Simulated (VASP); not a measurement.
Write the native input for VASP 6.6.1 that does the following.

- Task: single point
- Functional: r2SCAN
- Potentials or basis: VASP PAW PBE potentials, release 64 (K_sv)
- Cutoff: 520 eV
- k mesh: 16 × 16 × 16
- Occupations: fermi-dirac, width 0.05 eV
- Spin: no spin polarisation
- Dipole correction: no
- Further INCAR settings: ALGO = Normal; EDIFF = 1e-06; NBANDS = 10

K:

```
K
1.0
    -2.66907    2.66907    2.66907
     2.66907   -2.66907    2.66907
     2.66907    2.66907   -2.66907
K
1
Direct
  0.00000 0.00000 0.00000
```

These files were run (other wordings do the same):

POSCAR

```
K
1.0
   -2.6690735306      2.6690735306      2.6690735306
    2.6690735306     -2.6690735306      2.6690735306
    2.6690735306      2.6690735306     -2.6690735306
K
1
Direct
    0.0000000000      0.0000000000      0.0000000000
```

INCAR.step1

```
  PREC = Accurate
  ENCUT = 520
  ISMEAR = -1
  SIGMA = 0.05
  LREAL = False
  LASPH = True
  NELM = 80
  NBANDS = 10
  GGA = PE
  ALGO = Normal
  EDIFF = 1E-4
  LWAVE = True
  LCHARG = False
```

INCAR.step2

```
  PREC = Accurate
  ENCUT = 520
  EDIFF = 1E-6
  ISMEAR = -1
  SIGMA = 0.05
  LREAL = False
  LASPH = True
  NELM = 80
  ALGO = Normal
  ISIF = 2
  LWAVE = False
  LCHARG = False
  METAGGA = R2SCAN
  LMIXTAU = True
  NBANDS = 10
  ISTART = 1
```

KPOINTS

```
Automatic mesh
0
Gamma
  16 16 16
```

Potentials or basis: VASP PAW PBE potentials, release 64 (K_sv).

Launch:

```sh
$ cat potpaw_PBE.64/K_sv/POTCAR > POTCAR
$ cp INCAR.step1 INCAR
$ mpirun -np 1 vasp_std > vasp.out
$ cp INCAR.step2 INCAR
$ mpirun -np 1 vasp_std > vasp.out
```

Results of the run:

```
Pressure : 0.0 GPa
```

Caveat: the PAW data sets were made with another functional, which shifts forces and pressure a little.

Wall time 9.7 min on 1 thread of Oxide Virtual Turin-like Processor, with other jobs on the host, peak memory 0.25 GiB.
